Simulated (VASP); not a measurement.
Input of a VASP 6.6.1 run:

File INCAR:

```
SYSTEM = Te2Pt
  PREC = Accurate
  ENCUT = 500
  EDIFF = 1E-7
  ISMEAR = 0
  SIGMA = 0.1
  LREAL = .FALSE.
  LASPH = .TRUE.
  NELM = 120
  ALGO = Normal
  ISIF = 3
  LWAVE = .FALSE.
  LCHARG = .FALSE.
  GGA = PS
  IBRION = 2
  NSW = 80
  EDIFFG = -0.01
  GGA_COMPAT = .FALSE.
  NELMIN = 4
```

Contents of KPOINTS:

```
regular mesh
0
G
  12 12 8
  0 0 0
```

Contents of POSCAR:

```
Te2Pt
1.0
    3.4985676510     -2.0199756682      0.0012495636
    3.4985676510      2.0199756682      0.0012495636
   -0.0017885614      0.0000000000      5.1720793517
Te Pt
2 1
Direct
    0.6666622019      0.6666622019      0.7391869521
    0.3333377981      0.3333377981      0.2608130479
    0.0000000000      0.0000000000      0.0000000000
```

Potentials or basis: VASP PAW PBE potentials, release 64 (Te, Pt).

Run with:

```sh
$ cat potpaw_PBE.64/Te/POTCAR potpaw_PBE.64/Pt/POTCAR > POTCAR
$ mpirun -np 1 vasp_std > vasp.out
```

(1) What does it give for the relaxed volume?

(2) Predict the relaxed cell.

## Answers

(1) 24.23 Å³/atom.

(2) a = 4.044 Å, b = 4.044 Å, c = 5.133 Å, α = 90.00°, β = 90.00°, γ = 60.00°.

Caveat: the PAW data sets were made with another functional, which shifts forces and pressure a little.
